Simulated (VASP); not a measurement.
# Ti5C (P6/mmm) in VASP: notebook

Runs on Ti5C. Level: PBE. Tasks: relaxation of cell and atoms, single point.

Everything below comes from runs of VASP 6.6.1. Logs are shortened: lines on timing, memory, paths and dates and some standing lists are left out, and cuts for length are marked.

## Step 1: The cell of the first run

Symmetry: P6/mmm, No. 191, hexagonal system. The conventional cell has a = 4.113 Å, b = 4.113 Å, c = 6.862 Å, α = 90.00°, β = 90.00°, γ = 120.00°. Ti (site symmetry 6mm) has 1 C at 1.58 Å within 2.1 Å. Within 2.7 Å of Ti (site symmetry mmm) lie 2 C at 2.06 Å and 8 Ti at 2.06 to 2.59 Å. Within 2.1 Å of C (site symmetry 6/mmm) lie 8 Ti at 1.58 to 2.06 Å.

The cell was built from a structure type or drawn by symmetry, and may not be a known phase.

## Step 2: Relaxation of cell and atoms, PBE

The input, INCAR:

```
PREC = Accurate
ENCUT = 600
EDIFF = 1E-7
ISMEAR = 0
SIGMA = 0.1
LREAL = False
LASPH = True
NELM = 100
ALGO = Normal
ISIF = 3
LWAVE = False
LCHARG = False
GGA = PE
IBRION = 2
NSW = 90
EDIFFG = -0.04
```

The input, KPOINTS:

```
regular mesh
0
Gamma
  6 6 4
```

The input, POSCAR:

```
Ti5C
1.0
    4.1127801600      0.0000000000      0.0000000000
   -2.0563900800      3.5617721000      0.0000000000
    0.0000000000      0.0000000000      6.8623155100
Ti C
5 1
Direct
    0.0000000000      0.0000000000      0.2301494500
    0.0000000000      0.0000000000      0.7698505500
    0.5000000000      0.0000000000      0.0000000000
    0.0000000000      0.5000000000      0.0000000000
    0.5000000000      0.5000000000      0.0000000000
    0.0000000000      0.0000000000      0.0000000000
```

Potentials or basis: VASP PAW PBE potentials, release 64 (Ti_sv, C).

Started as:

```console
$ cat potpaw_PBE.64/Ti_sv/POTCAR potpaw_PBE.64/C/POTCAR > POTCAR
$ mpirun -np 1 vasp_std > vasp.out
```

OUTCAR:

```text
PREC = Accurate
   ENCUT = 600
   EDIFF = 1E-7
   ISMEAR = 0
   LREAL = False
   LASPH = True
   NELM = 100
   ISIF = 3
   GGA = PE
   IBRION = 2
   NSW = 90
   EDIFFG = -0.04

 ion  position               nearest neighbor table
   1  0.000  0.000  0.230-   6 1.58   3 2.59   3 2.59   4 2.59   4 2.59   5 2.59   5 2.59
   2  0.000  0.000  0.770-   6 1.58   3 2.59   3 2.59   4 2.59   4 2.59   5 2.59   5 2.59
   3  0.500  0.000  0.000-   6 2.06   6 2.06   4 2.06   5 2.06   5 2.06   4 2.06   1 2.59   2 2.59
                             1 2.59   2 2.59
   4  0.000  0.500  0.000-   5 2.06   5 2.06   6 2.06   6 2.06   3 2.06   3 2.06   2 2.59   2 2.59
                             1 2.59   1 2.59
   5  0.500  0.500  0.000-   4 2.06   4 2.06   6 2.06   3 2.06   3 2.06   6 2.06   1 2.59   1 2.59
                             2 2.59   2 2.59
   6  0.000  0.000  0.000-   1 1.58   2 1.58   3 2.06   3 2.06   5 2.06   4 2.06   4 2.06   5 2.06

  LATTYP: Found a hexagonal cell.
 ALAT       =     4.1127801600
 C/A-ratio  =     1.6685344811

  Lattice vectors:

 A1 = (   4.1127801600,   0.0000000000,   0.0000000000)
 A2 = (  -2.0563900800,   3.5617721000,   0.0000000000)
 A3 = (   0.0000000000,   0.0000000000,   6.8623155100)

Analysis of symmetry for initial positions (statically):
=====================================================================
 Subroutine PRICEL returns:
 Original cell was already a primitive cell.

 Routine SETGRP: Setting up the symmetry group for a
 hexagonal supercell.

 Subroutine GETGRP returns: Found 24 space group operations
 (whereof 24 operations were pure point group operations)
 out of a pool of 24 trial point group operations.

The static configuration has the point symmetry D_6h.

Analysis of symmetry for dynamics (positions and initial velocities):
=====================================================================
 Subroutine PRICEL returns:
 Original cell was already a primitive cell.

 Routine SETGRP: Setting up the symmetry group for a
 hexagonal supercell.

 Subroutine GETGRP returns: Found 24 space group operations
 (whereof 24 operations were pure point group operations)
 out of a pool of 24 trial point group operations.

The dynamic configuration has the point symmetry D_6h.

 Subroutine INISYM returns: Found 24 space group operations
 (whereof 24 operations are pure point group operations),
 and found     1 'primitive' translations

----------------------------------------------------------------------------------------

                                     Primitive cell

  volume of cell :     100.5246

  direct lattice vectors                    reciprocal lattice vectors
     4.112780160  0.000000000  0.000000000     0.243144530  0.140379560  0.000000000
    -2.056390080  3.561772100  0.000000000     0.000000000  0.280759120  0.000000000
     0.000000000  0.000000000  6.862315510     0.000000000  0.000000000  0.145723408

  length of vectors
     4.112780160  4.112780161  6.862315510     0.280759120  0.280759120  0.145723408

  position of ions in fractional coordinates (direct lattice)
     0.000000000  0.000000000  0.230149450
     0.000000000  0.000000000  0.769850550
     0.500000000  0.000000000  0.000000000
     0.000000000  0.500000000  0.000000000
     0.500000000  0.500000000  0.000000000
     0.000000000  0.000000000  0.000000000

  ion indices of the primitive-cell ions
   primitive index   ion index
                 1           1
                 2           2
                 3           3
                 4           4
                 5           5
                 6           6

----------------------------------------------------------------------------------------

 KPOINTS: regular mesh

Automatic generation of k-mesh.
 Grid dimensions read from file:
 generate k-points for:    6    6    4

 Generating k-lattice:

  Cartesian coordinates                     Fractional coordinates (reciprocal lattice)
     0.040524088  0.023396593  0.000000000     0.166666667  0.000000000  0.000000000
     0.000000000  0.046793187  0.000000000     0.000000000  0.166666667  0.000000000
     0.000000000  0.000000000  0.036430852     0.000000000  0.000000000  0.250000000

  Length of vectors
     0.046793187  0.046793187  0.036430852

  Shift w.r.t. Gamma in fractional coordinates (k-lattice)
     0.000000000  0.000000000  0.000000000

 Subroutine IBZKPT returns following result:
 ===========================================

 Found     21 irreducible k-points:

 Following reciprocal coordinates:
            Coordinates               Weight
  0.000000  0.000000  0.000000      1.000000
  0.166667  0.000000  0.000000      6.000000
  0.333333  0.000000  0.000000      6.000000
  0.500000  0.000000  0.000000      3.000000
  0.166667  0.166667  0.000000      6.000000
  0.333333  0.166667  0.000000     12.000000
[... 13 lines left out ...]
  0.333333  0.166667  0.500000     12.000000
  0.333333  0.333333  0.500000      2.000000
   k-points           NKPTS =     21   k-points in BZ     NKDIM =     21   number of bands    NBANDS=     38
   number of dos      NEDOS =    301   number of ions     NIONS =      6
   total plane-waves  NPLWV =  72576
   dimension x,y,z NGX =    36 NGY =   36 NGZ =   56
   dimension x,y,z NGXF=    72 NGYF=   72 NGZF=  112
   ions per type =               5   1
   NGX,Y,Z   is equivalent  to a cutoff of  14.55, 14.55, 13.57 a.u.
   NGXF,Y,Z  is equivalent  to a cutoff of  29.10, 29.10, 27.13 a.u.
 SYSTEM =  unknown system
   PREC   = accura    normal or accurate (medium, high low for compatibility)
   ISTART =      0    job   : 0-new  1-cont  2-samecut
   ICHARG =      2    charge: 1-file 2-atom 10-const
   ISPIN  =      1    spin polarized calculation?
   LNONCOLLINEAR =      F non collinear calculations
   LSORBIT =      F    spin-orbit coupling
   LASPH  =      T    aspherical Exc in radial PAW
   ENCUT  =  600.0 eV  44.10 Ry    6.64 a.u.   8.21  8.21 13.71*2*pi/ulx,y,z
   NELM   =    100;   NELMIN=  2; NELMDL= -5     # of ELM steps
   EDIFF  = 0.1E-06   stopping-criterion for ELM
   LREAL  =      F    real-space projection
   EDIFFG = -.4E-01   stopping-criterion for IOM
   NSW    =     90    number of steps for IOM
   IBRION =      2    ionic relax: 0-MD 1-quasi-New 2-CG
   NFREE  =      1    steps in history (QN), initial steepest desc. (CG)
   ISIF   =      3    stress and relaxation
   ISYM   =      2    0-nonsym 1-usesym 2-fastsym
   POTIM  = 0.5000    time-step for ionic-motion
   TEBEG  =    0.0;   TEEND  =   0.0 temperature during run
   PSTRESS=    0.0 pullay stress
   NELECT =      64.0000    total number of electrons
   NUPDOWN=      -1.0000    fix difference up-down
   EMIN   =  10.00;   EMAX   =-10.00  energy-range for DOS
   EFERMI =   0.00;   METHOD = LEGACY
   ISMEAR =     0;   SIGMA  =   0.10  broadening in eV -4-tet -1-fermi 0-gaus
   EFERMI_NEDOS =   21; number of points for ismear=-14 and -15
   IALGO  =     38    algorithm
   IMIX   =      4    mixing-type and parameters
     AMIX     =   0.40;   BMIX     =  1.00
     AMIX_MAG =   1.60;   BMIX_MAG =  1.00
  volume/ion in A,a.u.               =      16.75       113.06
  Fermi-wavevector in a.u.,A,eV,Ry     =   1.408350  2.661396 26.986487  1.983451
  Thomas-Fermi vector in A             =   2.530517
   LORBIT       =      0    0 simple, 1 ext, 2 COOP (PROOUT), +10 PAW based schemes
   GGA     = PE    functional components
   LHFCALC =     F    Hartree Fock is set to
   AEXX    =    0.0000 exact exchange contribution
   IVDW    =     0    specifies the selected vdW correction
   LEPSILON=     F    determine dielectric tensor
   LRPA    =     F    only Hartree local field effects (RPA)
 conjugate gradient relaxation of ions
 non-spin polarized calculation
 Gauss-broadening in eV      SIGMA  =   0.10
  energy-cutoff  :      600.00
  volume of cell :      100.52
 maximum number of plane-waves:      3378
 NGX is ok and might be reduce to    36
   NGX = 17   NGY = 17   NGZ = 27

--------------------------------------- Ionic step        1  -------------------------------------------

 number of electron      64.0000002 magnetization

 Free energy of the ion-electron system (eV)
  ---------------------------------------------------
  ext. energy  EPLUGINS =         0.00000000
  ---------------------------------------------------
  free energy    TOTEN  =       -32.10290675 eV

  energy without entropy =      -32.05884565  energy(sigma->0) =      -32.08087620

 E-fermi :   6.9738     XC(G=0): -10.1251

 val. band max:        6.9725909970   @ k =   0.3333   0.0000   0.2500
 cond. band min:       6.9870866404   @ k =   0.3333   0.0000   0.5000
 fundamental gap:      0.0144956434
 Fermi energy:         6.9738306349

 k-point     1 :       0.0000    0.0000    0.0000
  band No.  band energies     occupation
      1     -49.9319      2.00000
      2     -49.6225      2.00000
      3     -49.4772      2.00000
      4     -47.8539      2.00000
      5     -47.8539      2.00000
      6     -29.1704      2.00000
[... 963 lines left out ...]
  FREE ENERGIE OF THE ION-ELECTRON SYSTEM (eV)
  ---------------------------------------------------
  free  energy   TOTEN  =       -34.7489680703 eV

  energy  without entropy=      -34.6050402299  energy(sigma->0) =      -34.67700415

 E-fermi :   2.1877     XC(G=0):  -8.0011

 val. band max:        2.1870903369   @ k =   0.0000   0.0000   0.5000
 cond. band min:       2.1895191568   @ k =   0.1667   0.0000   0.5000
 fundamental gap:      0.0024288199
 Fermi energy:         2.1876996745

 k-point     1 :       0.0000    0.0000    0.0000
  band No.  band energies     occupation
      1     -55.7233      2.00000
      2     -55.7176      2.00000
      3     -54.5531      2.00000
      4     -54.2832      2.00000
      5     -54.2832      2.00000
      6     -32.1158      2.00000
[... 850 lines left out ...]
     37       2.7281      0.00000
     38       2.8014      0.00000

[... ionic steps 4 to 16 ...]

--------------------------------------- Ionic step       17  -------------------------------------------

 number of electron      64.0000021 magnetization

------------------------ aborting loop because EDIFF is reached ----------------------------------------

  FORCE on cell =-STRESS in cart. coord.  units (eV):
  Direction    XX          YY          ZZ          XY          YZ          ZX
  --------------------------------------------------------------------------------------
  -------------------------------------------------------------------------------------
  Total        0.1542084      0.1542084      0.2832176      0.0000000     -0.0000000      0.0000000
  in kB        1.7474915      1.7474915      3.2094254      0.0000000     -0.0000000      0.0000000
  external PRESSURE =       2.2348028 kB  Pullay stress =       0.0000000 kB
[... 65 lines left out ...]
  energy  without entropy=      -42.5001626993  energy(sigma->0) =      -42.52711861

--------------------------------------- Ionic step       19  -------------------------------------------

 number of electron      64.0000005 magnetization

 Free energy of the ion-electron system (eV)
  ---------------------------------------------------
  ext. energy  EPLUGINS =         0.00000000
  ---------------------------------------------------
  free energy    TOTEN  =       -42.55927633 eV

  energy without entropy =      -42.50675026  energy(sigma->0) =      -42.53301330

 E-fermi :   4.0274     XC(G=0):  -8.9013

 val. band max:        4.0045170161   @ k =   0.3333   0.0000   0.2500
 cond. band min:       4.0292482839   @ k =   0.3333   0.0000   0.5000
 fundamental gap:      0.0247312678
 Fermi energy:         4.0273531138

 k-point     1 :       0.0000    0.0000    0.0000
  band No.  band energies     occupation
      1     -53.2222      2.00000
      2     -53.2191      2.00000
      3     -52.3393      2.00000
      4     -51.8623      2.00000
      5     -51.8623      2.00000
      6     -29.7915      2.00000
[... 883 lines left out ...]
  FREE ENERGIE OF THE ION-ELECTRON SYSTEM (eV)
  ---------------------------------------------------
  free  energy   TOTEN  =       -42.5592763342 eV

  energy  without entropy=      -42.5067502608  energy(sigma->0) =      -42.53301330

 reached required accuracy - stopping structural energy minimisation
```

Wall time 33 min (1 thread of Intel Xeon Platinum 8559C (Emerald Rapids), shared host); peak memory 0.29 GiB.

Results:

* Free energy: -42.5593 eV
* Relaxed volume: 24.29 Å³/atom
* Relaxed cell: a = 4.802 Å, b = 4.802 Å, c = 7.297 Å, α = 90.00°, β = 90.00°, γ = 120.00°
* Space group after relaxing (to 0.1 Å): P6/mmm (No. 191)
* Energy gained by relaxing: 1742.7 meV/atom
* Ionic steps: 19
* Pressure after relaxing: -0.1 GPa
* Largest force after relaxing: 0.038 eV/Å
* Band gap on the k mesh: zero (bands 32 and 33 overlap by 0.70 eV)

Forces on the atoms (eV/Å):
```
Ti   0.000  0.000 -0.038
Ti   0.000  0.000  0.038
Ti   0.000  0.000  0.000
Ti   0.000  0.000  0.000
Ti   0.000  0.000  0.000
C    0.000  0.000  0.000
```

Step by step:
| step | energy change (eV) | largest force (eV/Å) | pressure (GPa) | volume (Å³) |
| --- | --- | --- | --- | --- |
| 1 | 0.0000 | 16.7715 | 77.04 | 100.52 |
| 2 | 0.6535 | 0.2424 | -11.26 | 269.04 |
| 3 | -2.6461 | 0.7484 | -12.36 | 225.50 |
| 4 | -5.3595 | 1.5731 | -12.14 | 194.40 |
| 5 | -9.2932 | 1.9211 | -1.62 | 142.35 |
| 6 | -9.3252 | 0.8399 | 8.14 | 128.45 |
| 7 | -9.4278 | 1.5240 | 2.48 | 135.47 |
| 8 | -9.4302 | 1.4637 | 3.03 | 134.67 |
| 9 | -10.2911 | 1.4281 | -2.52 | 144.15 |
| 10 | -10.3382 | 0.9806 | -3.51 | 147.68 |
| 11 | -10.3433 | 1.1899 | -3.25 | 146.51 |
| 12 | -10.3336 | 1.3865 | 2.61 | 138.74 |
| 13 | -10.4299 | 0.1015 | -0.61 | 142.56 |
| 14 | -10.4299 | 0.0750 | -0.55 | 142.48 |
| 15 | -10.4420 | 0.1348 | 0.15 | 141.12 |
| 16 | -10.4423 | 0.1437 | 0.27 | 140.90 |
| 17 | -10.4450 | 0.1321 | 0.22 | 141.39 |
| 18 | -10.4512 | 0.0979 | 0.10 | 142.83 |
| 19 | -10.4564 | 0.0383 | -0.11 | 145.74 |

Final structure:
```yaml
crystal:
  lattice:
    - [4.80233, 0.00000, 0.00000]
    - [-2.40117, 4.15894, 0.00000]
    - [0.00000, 0.00000, 7.29702]
  atoms:
    - { symbol: Ti, position: [0.00000, 0.00000, 0.26127] }
    - { symbol: Ti, position: [0.00000, 0.00000, 0.73873] }
    - { symbol: Ti, position: [0.50000, 0.00000, 0.00000] }
    - { symbol: Ti, position: [0.00000, 0.50000, 0.00000] }
    - { symbol: Ti, position: [0.50000, 0.50000, 0.00000] }
    - { symbol: C, position: [0.00000, 0.00000, 0.00000] }
```

Caveat: the volume moved by over 15 % at a fixed basis, so the end points are rough.

(Continued in part 2 of 2.)
